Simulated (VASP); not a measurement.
# CdTe (I-4m2) in VASP: single point with PBE

Aim: the single point of CdTe with PBE.

Program: VASP 6.6.1. These are calculated values, not measurements. Logs are shortened: lines on timing, memory, paths and dates and some standing lists are left out, and cuts for length are marked.

## Step 1: The cell of the first run

It takes space group I-4m2 (No. 119, tetragonal). The conventional cell has a = 4.533 Å, b = 4.533 Å, c = 6.218 Å, α = 90.00°, β = 90.00°, γ = 90.00°. Cd (site symmetry -4m2) has 4 Te at 2.75 Å within 3.6 Å. Te (site symmetry -4m2) has 4 Cd at 2.75 Å within 3.6 Å.

## Step 2: Single point, PBE

File INCAR:

```
  ALGO = Normal
  EDIFF = 1E-6
  ENCUT = 520
  GGA = PE
  ISIF = 2
  ISMEAR = -1
  LASPH = T
  LCHARG = T
  LELF = T
  LREAL = F
  LVHAR = T
  LWAVE = F
  NBANDS = 16
  NELM = 100
  PREC = Accurate
  SIGMA = 0.05
```

File KPOINTS:

```
k-points
0
Gamma
  6 6 6
```

File POSCAR:

```
CdTe
1.0
    0.0000000000      3.2050000000      3.1088500000
    3.2050000000      0.0000000000      3.1088500000
    3.2050000000      3.2050000000      0.0000000000
Cd Te
1 1
Direct
    0.0000000000      0.0000000000      0.0000000000
    0.2500000000      0.2500000000      0.2500000000
```

Potentials or basis: VASP PAW PBE potentials, release 64 (Cd, Te).

Launch:

```sh
$ cat potpaw_PBE.64/Cd/POTCAR potpaw_PBE.64/Te/POTCAR > POTCAR
$ mpirun -np 1 vasp_std > vasp.out
```

OUTCAR:

```text
EDIFF = 1E-6
   ENCUT = 520
   GGA = PE
   ISIF = 2
   ISMEAR = -1
   LASPH = T
   LREAL = F
   NELM = 100
   PREC = Accurate

 ion  position               nearest neighbor table
   1  0.000  0.000  0.000-   2 2.75   2 2.75   2 2.75   2 2.75
   2  0.250  0.250  0.250-   1 2.75   1 2.75   1 2.75   1 2.75

  LATTYP: Found a body centered tetragonal cell.
 ALAT       =     4.5325544674
 C/A-ratio  =     1.3717871555

  Lattice vectors:

 A1 = (   0.0000000000,  -3.2050000000,  -3.1088500000)
 A2 = (   0.0000000000,   3.2050000000,  -3.1088500000)
 A3 = (   3.2050000000,   0.0000000000,   3.1088500000)

Analysis of symmetry for initial positions (statically):
=====================================================================
 Subroutine PRICEL returns:
 Original cell was already a primitive cell.

 Routine SETGRP: Setting up the symmetry group for a
 body centered tetragonal supercell.

 Subroutine GETGRP returns: Found  8 space group operations
 (whereof  8 operations were pure point group operations)
 out of a pool of 16 trial point group operations.

The static configuration has the point symmetry D_2d.

Analysis of symmetry for dynamics (positions and initial velocities):
=====================================================================
 Subroutine PRICEL returns:
 Original cell was already a primitive cell.

 Routine SETGRP: Setting up the symmetry group for a
 body centered tetragonal supercell.

 Subroutine GETGRP returns: Found  8 space group operations
 (whereof  8 operations were pure point group operations)
 out of a pool of 16 trial point group operations.

The dynamic configuration has the point symmetry D_2d.

 Subroutine INISYM returns: Found  8 space group operations
 (whereof  8 operations are pure point group operations),
 and found     1 'primitive' translations

----------------------------------------------------------------------------------------

                                     Primitive cell

  volume of cell :      63.8684

  direct lattice vectors                    reciprocal lattice vectors
     0.000000000  3.205000000  3.108850000    -0.156006240  0.156006240  0.160831176
     3.205000000  0.000000000  3.108850000     0.156006240 -0.156006240  0.160831176
     3.205000000  3.205000000  0.000000000     0.156006240  0.156006240 -0.160831176

  length of vectors
     4.465083798  4.465083798  4.532554467     0.273024836  0.273024836  0.273024836

  position of ions in fractional coordinates (direct lattice)
     0.000000000  0.000000000  0.000000000
     0.250000000  0.250000000  0.250000000

  ion indices of the primitive-cell ions
   primitive index   ion index
                 1           1
                 2           2

----------------------------------------------------------------------------------------

 KPOINTS: k-points

Automatic generation of k-mesh.
 Grid dimensions read from file:
 generate k-points for:    6    6    6

 Generating k-lattice:

  Cartesian coordinates                     Fractional coordinates (reciprocal lattice)
    -0.026001040  0.026001040  0.026805196     0.166666667  0.000000000  0.000000000
     0.026001040 -0.026001040  0.026805196     0.000000000  0.166666667  0.000000000
     0.026001040  0.026001040 -0.026805196    -0.000000000 -0.000000000  0.166666667

  Length of vectors
     0.045504139  0.045504139  0.045504139

  Shift w.r.t. Gamma in fractional coordinates (k-lattice)
     0.000000000  0.000000000  0.000000000

 Subroutine IBZKPT returns following result:
 ===========================================

 Found     30 irreducible k-points:

 Following reciprocal coordinates:
            Coordinates               Weight
  0.000000  0.000000  0.000000      1.000000
  0.166667  0.000000  0.000000      8.000000
  0.333333 -0.000000  0.000000      8.000000
  0.500000  0.000000  0.000000      4.000000
  0.166667  0.166667  0.000000      2.000000
  0.333333  0.166667  0.000000      8.000000
[... 16 lines left out ...]
  0.333333  0.000000  0.333333      4.000000
  0.500000  0.000000  0.333333     16.000000
 [... further k-points ...]
   k-points           NKPTS =     30   k-points in BZ     NKDIM =     30   number of bands    NBANDS=     16
   number of dos      NEDOS =    301   number of ions     NIONS =      2
   total plane-waves  NPLWV =  46656
   dimension x,y,z NGX =    36 NGY =   36 NGZ =   36
   dimension x,y,z NGXF=    72 NGYF=   72 NGZF=   72
   ions per type =               1   1
   NGX,Y,Z   is equivalent  to a cutoff of  13.40, 13.40, 13.20 a.u.
   NGXF,Y,Z  is equivalent  to a cutoff of  26.81, 26.81, 26.41 a.u.
 SYSTEM =  unknown system
   PREC   = accura    normal or accurate (medium, high low for compatibility)
   ISTART =      0    job   : 0-new  1-cont  2-samecut
   ICHARG =      2    charge: 1-file 2-atom 10-const
   ISPIN  =      1    spin polarized calculation?
   LNONCOLLINEAR =      F non collinear calculations
   LSORBIT =      F    spin-orbit coupling
   LASPH  =      T    aspherical Exc in radial PAW
   ENCUT  =  520.0 eV  38.22 Ry    6.18 a.u.   8.30  8.30  8.43*2*pi/ulx,y,z
   NELM   =    100;   NELMIN=  2; NELMDL= -5     # of ELM steps
   EDIFF  = 0.1E-05   stopping-criterion for ELM
   LREAL  =      F    real-space projection
   EDIFFG = 0.1E-04   stopping-criterion for IOM
   NSW    =      0    number of steps for IOM
   IBRION =     -1    ionic relax: 0-MD 1-quasi-New 2-CG
   NFREE  =      0    steps in history (QN), initial steepest desc. (CG)
   ISIF   =      2    stress and relaxation
   ISYM   =      2    0-nonsym 1-usesym 2-fastsym
   POTIM  = 0.5000    time-step for ionic-motion
   TEBEG  =    0.0;   TEEND  =   0.0 temperature during run
   PSTRESS=    0.0 pullay stress
   NELECT =      18.0000    total number of electrons
   NUPDOWN=      -1.0000    fix difference up-down
   EMIN   =  10.00;   EMAX   =-10.00  energy-range for DOS
   EFERMI =   0.00;   METHOD = LEGACY
   ISMEAR =    -1;   SIGMA  =   0.05  broadening in eV -4-tet -1-fermi 0-gaus
   EFERMI_NEDOS =   21; number of points for ismear=-14 and -15
   IALGO  =     38    algorithm
   IMIX   =      4    mixing-type and parameters
     AMIX     =   0.40;   BMIX     =  1.00
     AMIX_MAG =   1.60;   BMIX_MAG =  1.00
  volume/ion in A,a.u.               =      31.93       215.50
  Fermi-wavevector in a.u.,A,eV,Ry     =   1.073339  2.028317 15.674692  1.152057
  Thomas-Fermi vector in A             =   2.209136
   LORBIT       =      0    0 simple, 1 ext, 2 COOP (PROOUT), +10 PAW based schemes
   GGA     = PE    functional components
   LHFCALC =     F    Hartree Fock is set to
   AEXX    =    0.0000 exact exchange contribution
   IVDW    =     0    specifies the selected vdW correction
   LEPSILON=     F    determine dielectric tensor
   LRPA    =     F    only Hartree local field effects (RPA)
 non-spin polarized calculation
  energy-cutoff  :      520.00
  volume of cell :       63.87
 maximum number of plane-waves:      1735
 NGX is ok and might be reduce to    36
   NGX = 17   NGY = 17   NGZ = 17

 number of electron      18.0000001 magnetization

 Free energy of the ion-electron system (eV)
  ---------------------------------------------------
  ext. energy  EPLUGINS =         0.00000000
  ---------------------------------------------------
  free energy    TOTEN  =        -4.65462060 eV

  energy without entropy =       -4.65461923  energy(sigma->0) =       -4.65461991

 E-fermi :   3.4737     XC(G=0):  -8.8695

 val. band max:        3.0177552477   @ k =   0.0000   0.0000   0.0000
 cond. band min:       3.9161561131   @ k =   0.0000   0.0000   0.0000
 fundamental gap:      0.8984008654
 Fermi energy:         3.4736931479

 k-point     1 :       0.0000    0.0000    0.0000
  band No.  band energies     occupation
      1      -8.6048      2.00000
      2      -5.5806      2.00000
      3      -5.5806      2.00000
      4      -5.5732      2.00000
      5      -5.2724      2.00000
      6      -5.2646      2.00000
[... 8 lines left out ...]
     15      12.1996      0.00000
     16      12.6039      0.00000

 k-point     2 :       0.1667    0.0000    0.0000
  band No.  band energies     occupation
      1      -8.4896      2.00000
      2      -5.5587      2.00000
      3      -5.5535      2.00000
      4      -5.4894      2.00000
      5      -5.2728      2.00000
      6      -5.2671      2.00000
[... 8 lines left out ...]
     15      11.3682      0.00000
     16      11.6599      0.00000

 k-point     3 :       0.3333   -0.0000    0.0000
  band No.  band energies     occupation
      1      -8.2586      2.00000
      2      -5.5218      2.00000
      3      -5.5139      2.00000
      4      -5.2678      2.00000
      5      -5.2648      2.00000
      6      -5.1695      2.00000
[... 8 lines left out ...]
     15      11.9169      0.00000
     16      11.9277      0.00000

 k-point     4 :       0.5000    0.0000    0.0000
  band No.  band energies     occupation
      1      -8.1456      2.00000
      2      -5.5081      2.00000
      3      -5.4982      2.00000
      4      -5.2610      2.00000
      5      -5.2552      2.00000
      6      -4.8618      2.00000
[... 8 lines left out ...]
     15      13.3080      0.00000
     16      13.5190      0.00000

 k-point     5 :       0.1667    0.1667    0.0000
  band No.  band energies     occupation
      1      -8.4475      2.00000
      2      -5.5358      2.00000
      3      -5.5358      2.00000
      4      -5.4902      2.00000
      5      -5.2712      2.00000
      6      -5.2620      2.00000
[... 8 lines left out ...]
     15      12.4487      0.00000
     16      12.4566      0.00000

 k-point     6 :       0.3333    0.1667    0.0000
  band No.  band energies     occupation
      1      -8.2550      2.00000
      2      -5.5036      2.00000
      3      -5.4928      2.00000
      4      -5.3467      2.00000
      5      -5.2528      2.00000
      6      -5.1766      2.00000
[... 8 lines left out ...]
     15      12.7883      0.00000
     16      12.8523      0.00000

 k-point     7 :       0.5000    0.1667    0.0000
  band No.  band energies     occupation
      1      -8.1089      2.00000
      2      -5.4836      2.00000
      3      -5.4751      2.00000
      4      -5.2948      2.00000
      5      -5.2524      2.00000
      6      -4.8273      2.00000
[... 8 lines left out ...]
     15      13.2555      0.00000
     16      13.5583      0.00000

 k-point     8 :      -0.3333    0.1667    0.0000
  band No.  band energies     occupation
      1      -8.1491      2.00000
      2      -5.4913      2.00000
      3      -5.4841      2.00000
      4      -5.2729      2.00000
      5      -5.2724      2.00000
      6      -4.9498      2.00000
[... 8 lines left out ...]
     15      12.2442      0.00000
     16      13.4565      0.00000

 k-point     9 :      -0.1667    0.1667    0.0000
  band No.  band energies     occupation
      1      -8.3387      2.00000
      2      -5.5331      2.00000
      3      -5.5097      2.00000
      4      -5.3407      2.00000
      5      -5.2821      2.00000
      6      -5.2535      2.00000
[... 8 lines left out ...]
     15      11.9875      0.00000
     16      12.9932      0.00000
[... 172 lines left out ...]
 k-point    19 :       0.5000    0.3333    0.1667
  band No.  band energies     occupation
      1      -8.1080      2.00000
      2      -5.4677      2.00000
      3      -5.4539      2.00000
      4      -5.3281      2.00000
      5      -5.2526      2.00000
      6      -4.8968      2.00000
[... 8 lines left out ...]
     15      13.5574      0.00000
     16      14.6075      0.00000

 k-point    20 :      -0.3333    0.3333    0.1667
  band No.  band energies     occupation
      1      -8.0409      2.00000
      2      -5.4581      2.00000
      3      -5.4364      2.00000
      4      -5.3004      2.00000
      5      -5.2667      2.00000
      6      -4.6759      2.00000
[... 8 lines left out ...]
     15      13.7139      0.00000
     16      14.5246      0.00000

 k-point    21 :      -0.1667    0.3333    0.1667
  band No.  band energies     occupation
      1      -8.1151      2.00000
      2      -5.4697      2.00000
      3      -5.4506      2.00000
      4      -5.3185      2.00000
      5      -5.2554      2.00000
      6      -4.9267      2.00000
[... 8 lines left out ...]
     15      13.2508      0.00000
     16      14.5183      0.00000

 k-point    22 :      -0.3333    0.5000    0.1667
  band No.  band energies     occupation
      1      -8.0031      2.00000
      2      -5.4247      2.00000
      3      -5.4206      2.00000
      4      -5.3318      2.00000
      5      -5.2530      2.00000
      6      -4.5980      2.00000
[... 8 lines left out ...]
     15      14.2768      0.00000
     16      14.5928      0.00000

 k-point    23 :       0.3333    0.0000    0.3333
  band No.  band energies     occupation
      1      -8.1536      2.00000
      2      -5.4442      2.00000
      3      -5.4250      2.00000
      4      -5.3856      2.00000
      5      -5.2422      2.00000
      6      -5.0774      2.00000
[... 8 lines left out ...]
     15      13.3507      0.00000
     16      15.2569      0.00000

 k-point    24 :       0.5000    0.0000    0.3333
  band No.  band energies     occupation
      1      -8.0454      2.00000
      2      -5.4406      2.00000
      3      -5.4066      2.00000
      4      -5.3479      2.00000
      5      -5.2440      2.00000
      6      -4.7743      2.00000
[... 8 lines left out ...]
     15      13.7818      0.00000
     16      14.7807      0.00000

 [... further k-points ...]

------------------------ aborting loop because EDIFF is reached ----------------------------------------

  FORCE on cell =-STRESS in cart. coord.  units (eV):
  Direction    XX          YY          ZZ          XY          YZ          ZX
  --------------------------------------------------------------------------------------
  -------------------------------------------------------------------------------------
  Total        2.4217003      2.4217003      2.5469817      0.0000000      0.0000000      0.0000000
  in kB       60.7498414     60.7498414     63.8926029      0.0000000      0.0000000      0.0000000
  external PRESSURE =      61.7974286 kB  Pullay stress =       0.0000000 kB

 VOLUME and BASIS-vectors are now :
 -----------------------------------------------------------------------------
  energy-cutoff  :      520.00
  volume of cell :       63.87
      direct lattice vectors                 reciprocal lattice vectors
     0.000000000  3.205000000  3.108850000    -0.156006240  0.156006240  0.160831176
     3.205000000  0.000000000  3.108850000     0.156006240 -0.156006240  0.160831176
     3.205000000  3.205000000  0.000000000     0.156006240  0.156006240 -0.160831176

 POSITION                                       TOTAL-FORCE (eV/Angst)
 -----------------------------------------------------------------------------------
      0.00000      0.00000      0.00000        -0.000000     -0.000000      0.000000
      1.60250      1.60250      1.55442         0.000000      0.000000     -0.000000
 -----------------------------------------------------------------------------------
    total drift:                               -0.000000     -0.000000     -0.000001

  FREE ENERGIE OF THE ION-ELECTRON SYSTEM (eV)
  ---------------------------------------------------
  free  energy   TOTEN  =        -4.6546205959 eV

  energy  without entropy=       -4.6546192310  energy(sigma->0) =       -4.65461991
```

Wall time 39 s (1 thread of Intel Xeon 6975P-C, shared host); peak memory 0.22 GiB.

Results:

```yaml
Free_energy: -4.6546 eV
Pressure: 6.2 GPa
Band_gap_on_the_k_mesh: 0.90 eV, direct
```

Stress tensor (GPa, compression positive):
```
6.07 0.00 0.00
0.00 6.07 0.00
0.00 0.00 6.39
```

Caveat: spin-orbit coupling is left out, which moves the levels of the heavy elements.
